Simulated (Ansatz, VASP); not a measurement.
Bi2S in VASP and in Ansatz

The input INCAR:

```
SYSTEM = Bi2S
PREC     = Accurate       ! precision mode
ENCUT    = 600            ! plane-wave cutoff, eV
EDIFF    = 1E-7           ! SCF threshold, eV
ISMEAR   = 0              ! smearing method
SIGMA    = 0.1            ! smearing width, eV
LREAL    = .FALSE.        ! projectors in reciprocal space
LASPH    = .TRUE.         ! aspherical terms in the spheres
NELM     = 80             ! most SCF steps
ALGO     = Normal         ! electronic algorithm
ISIF     = 3              ! what is computed and relaxed
LWAVE    = .FALSE.        ! write WAVECAR
LCHARG   = .FALSE.        ! write CHGCAR
GGA      = PE             ! functional
IBRION   = 2              ! ionic algorithm
NSW      = 90             ! ionic steps
EDIFFG   = -0.04          ! ionic threshold
```

The input KPOINTS:

```
Automatic mesh
0
G
  6 6 2
  0 0 0
```

The input POSCAR:

```
Bi2S
1.0
    5.2181311400      0.0000000000      0.0000000000
   -2.6090655700      4.5190341300      0.0000000000
    0.0000000000      0.0000000000      7.6003170500
Bi S
4 2
Direct
    0.3333333300      0.6666666700      0.8335775300
    0.3333333300      0.6666666700      0.1664224700
    0.6666666700      0.3333333300      0.1664224700
    0.6666666700      0.3333333300      0.8335775300
    0.3333333300      0.6666666700      0.5000000000
    0.6666666700      0.3333333300      0.5000000000
```

Input for Ansatz:

```yaml
crystal:
  lattice:
    - [5.21813114, 0.0, 0.0]
    - [-2.60906557, 4.51903413, 0.0]
    - [0.0, 0.0, 7.60031705]
  atoms:
    - { symbol: Bi, position: [0.33333333, 0.66666667, 0.83357753] }
    - { symbol: Bi, position: [0.33333333, 0.66666667, 0.16642247] }
    - { symbol: Bi, position: [0.66666667, 0.33333333, 0.16642247] }
    - { symbol: Bi, position: [0.66666667, 0.33333333, 0.83357753] }
    - { symbol: S, position: [0.33333333, 0.66666667, 0.5] }
    - { symbol: S, position: [0.66666667, 0.33333333, 0.5] }
basis:
  ecutwfc: 420
kpoints:
  mp_grid: { grid: [6, 6, 2] }
hamiltonian:
  xc: pbe
scf:
  occupations: { method: gaussian, width: 0.1 }
  lower_state_search: "off"
output:
  forces: true
  stress: true
  eigenvalues: true
relax:
  adjacent_minimum: "off"
  f_tol: 0.04
  max_steps: 70
  cell: { stress_tol: 0.4 }
```

Alike in both runs: task relaxation of cell and atoms; functional PBE; k mesh 6 × 6 × 2; occupations gaussian, width 0.1 eV; no spin polarisation.

|  | VASP | Ansatz |
| --- | --- | --- |
| version | VASP 6.6.1 | Ansatz 0.2.0 |
| potentials or method | VASP PAW PBE potentials, release 64 (Bi_d, S), cutoff 600 eV | scalar-relativistic, plane waves, PAW |
| valence electrons in the cell | 72 | 72 |

Ansatz gave:

```
gap on the k mesh at the Fermi level, each at its own relaxed structure (eV) : none
relaxed volume (Å³/atom)                                                     : 37.82
relaxed cell length with the largest relative difference (Å)                 : 8.695
```

Question: Which values does VASP return?

Answer: gap on the k mesh at the Fermi level, each at its own relaxed structure (eV): none; relaxed volume (Å³/atom): 37.83; relaxed cell length with the largest relative difference (Å): 8.710.

A gap of «none» marks a metal or a gap that the smearing closes.

The k mesh is coarse, so the values compare programs but aren't converged. Neither program's run includes spin-orbit coupling. Noted on VASP's run: the volume moved by over 15 % at a fixed basis, so the end points are rough.
